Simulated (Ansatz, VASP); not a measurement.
# One calculation of NaF, two programs

```
CELL_PARAMETERS angstrom
0.00000 2.35057 2.35057
2.35057 0.00000 2.35057
2.35057 2.35057 0.00000
ATOMIC_POSITIONS crystal
Na 0.00000 0.00000 0.00000
F 0.50000 0.50000 0.50000
```

Alike in both runs: task single point; functional PBE; k mesh 16 × 16 × 16; occupations fermi-dirac, width 0.01 eV; no spin polarisation.

|  | VASP | Ansatz |
| --- | --- | --- |
| version | VASP 6.6.1 | Ansatz 0.2.0 |
| potentials or method | VASP PAW PBE potentials, release 64 (Na_pv, F), cutoff 520 eV | all-electron LAPW, scalar-relativistic |

VASP gave:

```
gap on the k mesh at the Fermi level (eV) : 6.07
pressure (GPa)                            : -0.2
```

Q: What did Ansatz give for the same quantities?

A: gap on the k mesh at the Fermi level (eV): 6.08; pressure (GPa): 0.0.

Ansatz ran all-electron here, and VASP with PAW potentials.
